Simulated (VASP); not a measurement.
A run of VASP 6.6.1 is set up as follows.

The input INCAR:

```
ALGO = Normal
EDIFF = 1E-6
EDIFFG = -0.01
ENCUT = 600
GGA = RE
IBRION = 2
ISIF = 3
ISMEAR = -1
LASPH = T
LCHARG = F
LREAL = F
LWAVE = F
NELM = 80
NSW = 60
PREC = Accurate
SIGMA = 0.05
```

KPOINTS

```
k-points
0
Gamma
  10 10 3
```

POSCAR

```
SiC
1.0
    3.0756941497      0.0000000000      0.0000000000
   -1.5378470748      2.6636292679      0.0000000000
    0.0000000000      0.0000000000     10.0706464800
Si C
4 4
Direct
    0.0000000000      0.0000000000      0.1878943800
    0.0000000000      0.0000000000      0.6878943800
    0.3333333333      0.6666666667      0.4378419800
    0.6666666667      0.3333333333      0.9378419800
    0.0000000000      0.0000000000      0.0004600500
    0.0000000000      0.0000000000      0.5004600500
    0.3333333333      0.6666666667      0.2498025900
    0.6666666667      0.3333333333      0.7498025900
```

Potentials or basis: VASP PAW PBE potentials, release 64 (Si, C).

The run is started by

```sh
$ cat potpaw_PBE.64/Si/POTCAR potpaw_PBE.64/C/POTCAR > POTCAR
$ mpirun -np 1 vasp_std > vasp.out
```

(1) Predict the relaxed cell.

(2) What does it give for the band gap on the k mesh?

Answers

(1) a = 3.103 Å, b = 3.103 Å, c = 10.159 Å, α = 90.00°, β = 90.00°, γ = 120.00°.

(2) 2.23 eV (least direct gap 3.34 eV).

Caveat: an odd mesh through Γ misses points on the zone boundary, where band edges can lie.
